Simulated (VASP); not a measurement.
# SnO2 (R-3m) in VASP: a series of runs

Runs on SnO2. Level: PBEsol. Tasks: single point.

Program: VASP 6.6.1. These are calculated values, not measurements. Logs are shortened: lines on timing, memory, paths and dates and some standing lists are left out, and cuts for length are marked.

### Step 1. The cell of the first run

The structure is trigonal, space group R-3m (No. 166). Conventional cell: a = 3.234 Å, b = 3.234 Å, c = 14.402 Å, α = 90.00°, β = 90.00°, γ = 120.00°. Sn (site symmetry -3m) has 6 O at 2.13 Å within 2.8 Å. Within 2.8 Å of O (site symmetry 3m) lie 3 Sn at 2.13 Å and 3 O at 2.76 Å.

### Step 2. Single point, PBEsol

INCAR

```
SYSTEM = SnO2
ALGO = Normal
EDIFF = 1E-6
ENCUT = 520
GGA = PS
ISIF = 2
ISMEAR = 0
LASPH = .True.
LCHARG = .False.
LREAL = .False.
LWAVE = .False.
NBANDS = 20
NELM = 100
PREC = Accurate
SIGMA = 0.01
```

KPOINTS

```
k-points
0
Gamma
  8 8 8
  0 0 0
```

POSCAR

```
SnO2
1.0
    1.6170930800      0.9336291200      4.8005925800
   -1.6170930800      0.9336291200      4.8005925800
    0.0000000000     -1.8672582400      4.8005925800
Sn O
1 2
Direct
    0.5000000007      0.5000000007      0.5000000007
    0.2371700002      0.2371700002      0.2371700002
    0.7628300005      0.7628300005      0.7628300005
```

Potentials or basis: VASP PAW PBE potentials, release 64 (Sn_d, O).

Launch:

```
$ cat potpaw_PBE.64/Sn_d/POTCAR potpaw_PBE.64/O/POTCAR > POTCAR
$ mpirun -np 1 vasp_std > vasp.out
```

OUTCAR:

```text
SYSTEM = SnO2
   EDIFF = 1E-6
   ENCUT = 520
   GGA = PS
   ISIF = 2
   ISMEAR = 0
   LASPH = .True.
   LREAL = .False.
   NELM = 100
   PREC = Accurate

 ion  position               nearest neighbor table
   1  0.500  0.500  0.500-   2 2.13   3 2.13   2 2.13   2 2.13   3 2.13   3 2.13
   2  0.237  0.237  0.237-   1 2.13   1 2.13   1 2.13
   3  0.763  0.763  0.763-   1 2.13   1 2.13   1 2.13

  LATTYP: Found a trigonal (rhomboedric) cell.
 ALAT       =     5.1509554922
 COS(alpha) =     0.8028828377

  Lattice vectors:

 A1 = (   1.6170930800,   0.9336291200,   4.8005925800)
 A2 = (  -1.6170930800,   0.9336291200,   4.8005925800)
 A3 = (   0.0000000000,  -1.8672582400,   4.8005925800)

Analysis of symmetry for initial positions (statically):
=====================================================================
 Subroutine PRICEL returns:
 Original cell was already a primitive cell.

 Routine SETGRP: Setting up the symmetry group for a
 trigonal (rhombohedral) supercell.

 Subroutine GETGRP returns: Found 12 space group operations
 (whereof 12 operations were pure point group operations)
 out of a pool of 12 trial point group operations.

The static configuration has the point symmetry D_3d.

Analysis of symmetry for dynamics (positions and initial velocities):
=====================================================================
 Subroutine PRICEL returns:
 Original cell was already a primitive cell.

 Routine SETGRP: Setting up the symmetry group for a
 trigonal (rhombohedral) supercell.

 Subroutine GETGRP returns: Found 12 space group operations
 (whereof 12 operations were pure point group operations)
 out of a pool of 12 trial point group operations.

The dynamic configuration has the point symmetry D_3d.

 Subroutine INISYM returns: Found 12 space group operations
 (whereof 12 operations are pure point group operations),
 and found     1 'primitive' translations

----------------------------------------------------------------------------------------

                                     Primitive cell

  volume of cell :      43.4866

  direct lattice vectors                    reciprocal lattice vectors
     1.617093080  0.933629120  4.800592580     0.309196797  0.178514855  0.069435872
    -1.617093080  0.933629120  4.800592580    -0.309196797  0.178514855  0.069435872
     0.000000000 -1.867258240  4.800592580     0.000000000 -0.357029709  0.069435872

  length of vectors
     5.150955492  5.150955492  5.150955489     0.363719057  0.363719057  0.363719059

[... 76 lines left out ...]
   ISPIN  =      1    spin polarized calculation?
   LNONCOLLINEAR =      F non collinear calculations
   LSORBIT =      F    spin-orbit coupling
   LASPH  =      T    aspherical Exc in radial PAW
   ENCUT  =  520.0 eV  38.22 Ry    6.18 a.u.   9.58  9.58  9.58*2*pi/ulx,y,z
   NELM   =    100;   NELMIN=  2; NELMDL= -5     # of ELM steps
   EDIFF  = 0.1E-05   stopping-criterion for ELM
   LREAL  =      F    real-space projection
   EDIFFG = 0.1E-04   stopping-criterion for IOM
   NSW    =      0    number of steps for IOM
   IBRION =     -1    ionic relax: 0-MD 1-quasi-New 2-CG
   NFREE  =      0    steps in history (QN), initial steepest desc. (CG)
   ISIF   =      2    stress and relaxation
   ISYM   =      2    0-nonsym 1-usesym 2-fastsym
   POTIM  = 0.5000    time-step for ionic-motion
   TEBEG  =    0.0;   TEEND  =   0.0 temperature during run
   PSTRESS=    0.0 pullay stress
   NELECT =      26.0000    total number of electrons
   NUPDOWN=      -1.0000    fix difference up-down
   EMIN   =  10.00;   EMAX   =-10.00  energy-range for DOS
   EFERMI =   0.00;   METHOD = LEGACY
   ISMEAR =     0;   SIGMA  =   0.01  broadening in eV -4-tet -1-fermi 0-gaus
   EFERMI_NEDOS =   21; number of points for ismear=-14 and -15
   IALGO  =     38    algorithm
   IMIX   =      4    mixing-type and parameters
     AMIX     =   0.40;   BMIX     =  1.00
     AMIX_MAG =   1.60;   BMIX_MAG =  1.00
  volume/ion in A,a.u.               =      14.50        97.82
  Fermi-wavevector in a.u.,A,eV,Ry     =   1.379158  2.606231 25.879336  1.902078
  Thomas-Fermi vector in A             =   2.504154
   LORBIT       =      0    0 simple, 1 ext, 2 COOP (PROOUT), +10 PAW based schemes
   GGA     = PS    functional components
   LHFCALC =     F    Hartree Fock is set to
   AEXX    =    0.0000 exact exchange contribution
   IVDW    =     0    specifies the selected vdW correction
   LEPSILON=     F    determine dielectric tensor
   LRPA    =     F    only Hartree local field effects (RPA)
 non-spin polarized calculation
 Gauss-broadening in eV      SIGMA  =   0.01
  energy-cutoff  :      520.00
  volume of cell :       43.49
 maximum number of plane-waves:      1184
 NGX is ok and might be reduce to    40
   NGX = 19   NGY = 19   NGZ = 19

 number of electron      26.0000004 magnetization

 Free energy of the ion-electron system (eV)
  ---------------------------------------------------
  ext. energy  EPLUGINS =         0.00000000
  ---------------------------------------------------
  free energy    TOTEN  =       -19.29709210 eV

  energy without entropy =      -19.29709210  energy(sigma->0) =      -19.29709210

 E-fermi :   3.3263     XC(G=0): -10.2194

 val. band max:        3.1806804354   @ k =  -0.1250   0.2500   0.1250
 cond. band min:       5.0300839431   @ k =   0.0000   0.0000   0.0000
 fundamental gap:      1.8494035077
 Fermi energy:         3.3263412552

 k-point     1 :       0.0000    0.0000    0.0000
  band No.  band energies     occupation
      1     -16.7295      2.00000
      2     -16.5113      2.00000
      3     -16.5113      2.00000
      4     -16.3273      2.00000
      5     -16.3273      2.00000
      6     -14.6963      2.00000
[... 541 lines left out ...]
     19      16.3041      0.00000
     20      19.3558      0.00000

 [... further k-points ...]
[... 5 lines left out ...]
  --------------------------------------------------------------------------------------
  -------------------------------------------------------------------------------------
  Total       -1.3900511     -1.3900511     -0.9785618      0.0000000      0.0000000      0.0000000
  in kB      -51.2136619    -51.2136614    -36.0531583      0.0000000      0.0000000      0.0000000
  external PRESSURE =     -46.1601605 kB  Pullay stress =       0.0000000 kB

 VOLUME and BASIS-vectors are now :
 -----------------------------------------------------------------------------
  energy-cutoff  :      520.00
  volume of cell :       43.49
      direct lattice vectors                 reciprocal lattice vectors
     1.617093080  0.933629120  4.800592580     0.309196797  0.178514855  0.069435872
    -1.617093080  0.933629120  4.800592580    -0.309196797  0.178514855  0.069435872
     0.000000000 -1.867258240  4.800592580     0.000000000 -0.357029709  0.069435872

 POSITION                                       TOTAL-FORCE (eV/Angst)
 -----------------------------------------------------------------------------------
      0.00000      0.00000      7.20089         0.000000      0.000000      0.000000
      0.00000      0.00000      3.41567         0.000000      0.000000     -0.346957
      0.00000      0.00000     10.98611         0.000000     -0.000000      0.346957
 -----------------------------------------------------------------------------------
    total drift:                               -0.000000      0.000000     -0.000019

  FREE ENERGIE OF THE ION-ELECTRON SYSTEM (eV)
  ---------------------------------------------------
  free  energy   TOTEN  =       -19.2970920955 eV

  energy  without entropy=      -19.2970920955  energy(sigma->0) =      -19.29709210
```

OSZICAR:

```text
N       E                     dE             d eps       ncg     rms          rms(c)
DAV:   1     0.248960445090E+03    0.24896E+03   -0.13920E+04  2780   0.190E+03
DAV:   2     0.670201767936E+01   -0.24226E+03   -0.22947E+03  2820   0.478E+02
DAV:   3    -0.210663738044E+02   -0.27768E+02   -0.27488E+02  3068   0.140E+02
DAV:   4    -0.218484993576E+02   -0.78213E+00   -0.78133E+00  2844   0.252E+01
DAV:   5    -0.218643172662E+02   -0.15818E-01   -0.15817E-01  3160   0.381E+00    0.987E+00
DAV:   6    -0.193536263749E+02    0.25107E+01   -0.97994E+00  3988   0.543E+01    0.433E+00
DAV:   7    -0.193248678435E+02    0.28759E-01   -0.55863E-01  2684   0.602E+00    0.206E+00
DAV:   8    -0.192983192998E+02    0.26549E-01   -0.67563E-02  2792   0.260E+00    0.435E-01
DAV:   9    -0.192965778844E+02    0.17414E-02   -0.93242E-03  3780   0.137E+00    0.857E-02
DAV:  10    -0.192970583054E+02   -0.48042E-03   -0.16716E-03  2696   0.361E-01    0.351E-02
DAV:  11    -0.192970877946E+02   -0.29489E-04   -0.47289E-05  3624   0.734E-02    0.195E-02
DAV:  12    -0.192970917645E+02   -0.39699E-05   -0.69748E-06  2720   0.211E-02    0.645E-03
DAV:  13    -0.192970920955E+02   -0.33104E-06   -0.10000E-06  2268   0.869E-03
   1 F= -.19297092E+02 E0= -.19297092E+02  d E =-.947879E-96
```

stdout:

```text
POSCAR found type information on POSCAR SnO
 POSCAR found :  2 types and       3 ions
 scaLAPACK will be used
 -----------------------------------------------------------------------------
|                                                                             |
|                                                                             |
|     You enforced a specific xc type in the INCAR file but a different       |
|     I HOPE YOU KNOW WHAT YOU ARE DOING!                                     |
|                                                                             |
 -----------------------------------------------------------------------------

 LDA part: xc-table for (Slater+PW92), standard interpolation
 POSCAR, INCAR and KPOINTS ok, starting setup
 FFT: planning ... GRIDC
 FFT: planning ... GRID_SOFT
 FFT: planning ... GRID
 WAVECAR not read
 entering main loop
```

Wall time 91 s (1 thread of AMD EPYC 9R45 (Zen 5), shared host); peak memory 0.21 GiB.

Results:

* Free energy: -19.2971 eV
* Pressure: -4.6 GPa
* Largest force: 0.347 eV/Å
* Band gap on the k mesh: 1.85 eV, indirect (least direct gap 1.97 eV)

Forces in eV/Å, atoms in the order of the input:
```
Sn   0.000  0.000  0.000
O    0.000  0.000 -0.347
O    0.000  0.000  0.347
```

Caveat: the PAW data sets were made with another functional, which shifts forces and pressure a little; spin-orbit coupling is left out, which moves the levels of the heavy elements. PBEsol gaps usually lie below the measured ones, often by a third to a half.

### Step 3. Single point, PBEsol

INCAR

```
SYSTEM = SnO2
PREC     = Accurate       ! precision mode
ENCUT    = 520            ! plane-wave cutoff, eV
EDIFF    = 1E-7           ! SCF threshold, eV
ISMEAR   = 0              ! smearing method
SIGMA    = 0.01           ! smearing width, eV
LREAL    = .False.        ! projectors in reciprocal space
LASPH    = .True.         ! aspherical terms in the spheres
NELM     = 60             ! most SCF steps
ALGO     = Normal         ! electronic algorithm
ISIF     = 2              ! what is computed and relaxed
LWAVE    = .False.        ! write WAVECAR
LCHARG   = .True.         ! write CHGCAR
GGA      = PS             ! functional
LELF     = .True.         ! ELF
LVHAR    = .True.       
NBANDS   = 20             ! bands
```

KPOINTS

```
regular mesh
0
Gamma
  10 10 10
  0 0 0
```

POSCAR is that of step 2.

Potentials or basis: VASP PAW PBE potentials, release 64 (Sn_d, O).

Launch:

```
$ cat potpaw_PBE.64/Sn_d/POTCAR potpaw_PBE.64/O/POTCAR > POTCAR
$ mpirun -np 1 vasp_std > vasp.out
```

Wall time 2.8 min (1 thread of AMD EPYC 9R45 (Zen 5), shared host); peak memory 0.25 GiB.

It converged, with:

```yaml
Free_energy: -19.2971 eV
Pressure: -4.6 GPa
Largest_force: 0.347 eV/Å
Band_gap_on_the_k_mesh: 1.84 eV, indirect (least direct gap 1.97 eV)
```

Forces in eV/Å, atoms in the order of the input:
```
Sn   0.000  0.000  0.000
O    0.000  0.000 -0.347
O    0.000  0.000  0.347
```

Stress tensor (GPa, compression positive):
```
-5.11  0.00  0.00
 0.00 -5.11  0.00
 0.00  0.00 -3.60
```

Levels at points of the mesh, in eV from the valence-band top:
```
           k point  band 10  band 11  band 12  band 13  band 14  band 15  band 16  band 17
(0.00, 0.00, 0.00)    -1.28    -0.90    -0.90    -0.12     1.84     5.57    10.87    10.87
(0.50, 0.00, 0.00)    -2.97    -1.48    -0.60    -0.56     5.23     7.58     9.92    12.14
(0.50, 0.50, 0.00)    -3.06    -1.15    -0.46    -0.02     4.96     6.77    10.58    11.15
(0.50, 0.50, 0.50)    -1.35    -1.28    -0.85    -0.85     3.11     5.52    11.04    11.04
```

Caveat: the PAW data sets were made with another functional, which shifts forces and pressure a little; spin-orbit coupling is left out, which moves the levels of the heavy elements. A k mesh can miss the band edges.
